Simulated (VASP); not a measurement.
Write the native input for VASP 6.6.1 that does the following.

* Task: single point
* Functional: PBE
* Potentials or basis: VASP PAW PBE potentials, release 64 (Al, Cu)
* Cutoff: 520 eV
* k mesh: 16 × 16 × 16
* Occupations: gaussian, width 0.15 eV
* Spin: no spin polarisation
* Dipole correction: no
* Further INCAR settings: ALGO = Fast; EDIFF = 1e-07; NBANDS = 16

The structure of Al2Cu lies in POSCAR:

```
Al2Cu
1.0
   -2.0446280232      2.0446280232      3.0357928893
    2.0446280232     -2.0446280232      3.0357928893
    2.0446280232      2.0446280232     -3.0357928893
Al Cu
2 1
Direct
    0.7500000000      0.2500000000      0.5000000000
    0.2500000000      0.7500000000      0.5000000000
    0.5000000000      0.5000000000      0.0000000000
```

This cell differs from its parent crystal: strain +0.0500 x Voigt [0, 0, 1, 0, 0, 0].

These files were run (other wordings do the same):

INCAR

```
  PREC = Accurate
  ENCUT = 520
  EDIFF = 1E-7
  ISMEAR = 0
  SIGMA = 0.15
  LREAL = F
  LASPH = T
  NELM = 60
  ALGO = Fast
  ISIF = 2
  LWAVE = F
  LCHARG = F
  GGA = PE
  NBANDS = 16
```

KPOINTS

```
regular mesh
0
Gamma
  16 16 16
```

Potentials or basis: VASP PAW PBE potentials, release 64 (Al, Cu).

The run is started by

```console
$ cat potpaw_PBE.64/Al/POTCAR potpaw_PBE.64/Cu/POTCAR > POTCAR
$ mpirun -np 1 vasp_std > vasp.out
```

Results of the run:

* Pressure: -4.1 GPa

Caveat: the cell differs from its parent crystal (strain +0.0500 x Voigt [0, 0, 1, 0, 0, 0]).

It took 2.1 min on 1 thread of Intel(R) Xeon(R) 6975P-C (Granite Rapids) (shared host), peak memory 0.39 GiB.
